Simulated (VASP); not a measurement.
Input of a VASP 6.6.1 run:

INCAR

```
SYSTEM = SiB6
ALGO = Normal
EDIFF = 1E-6
ENCUT = 520
GGA = PE
ISIF = 2
ISMEAR = -1
LASPH = .TRUE.
LCHARG = .FALSE.
LREAL = .FALSE.
LWAVE = .FALSE.
NBANDS = 20
NELM = 100
PREC = Accurate
SIGMA = 0.1
```

File KPOINTS:

```
k-points
0
G
  4 4 4
  0 0 0
```

File POSCAR:

```
SiB6
1.0
    4.1371010000      0.0000000000      0.0000000000
    0.0000000000      4.1371010000      0.0000000000
    0.0000000000      0.0000000000      4.1371010000
B Si
6 1
Direct
    0.1677341211      0.4637097330      0.4461201213
    0.4632342793      0.1323450890      0.4643442353
    0.7645936128      0.4298118417      0.4505488263
    0.4671048640      0.7448392002      0.4273361951
    0.4779590829      0.4409147855      0.1417337890
    0.4687726986      0.4406517994      0.7507919193
    0.0653895083      0.1389593824      0.0953353568
```

Potentials or basis: VASP PAW PBE potentials, release 64 (B, Si).

Launch:

```bash
$ cat potpaw_PBE.64/B/POTCAR potpaw_PBE.64/Si/POTCAR > POTCAR
$ mpirun -np 1 vasp_std > vasp.out
```

Q: What does it give for the band gap on the k mesh?

A: Zero (bands 11 and 12 overlap by 0.14 eV).

Q: What does it give for the pressure?

A: 6.9 GPa.

Q: Estimate the largest force.

A: 1.562 eV/Å.

Stress tensor (GPa, compression positive):
```
4.57 3.42 0.49
3.42 8.83 4.37
0.49 4.37 7.21
```

Caveat: the k points lie up to 0.38 Å⁻¹ apart; forces of over 1 eV/Å act on the atoms, so gaps and moduli don't describe the material at rest.
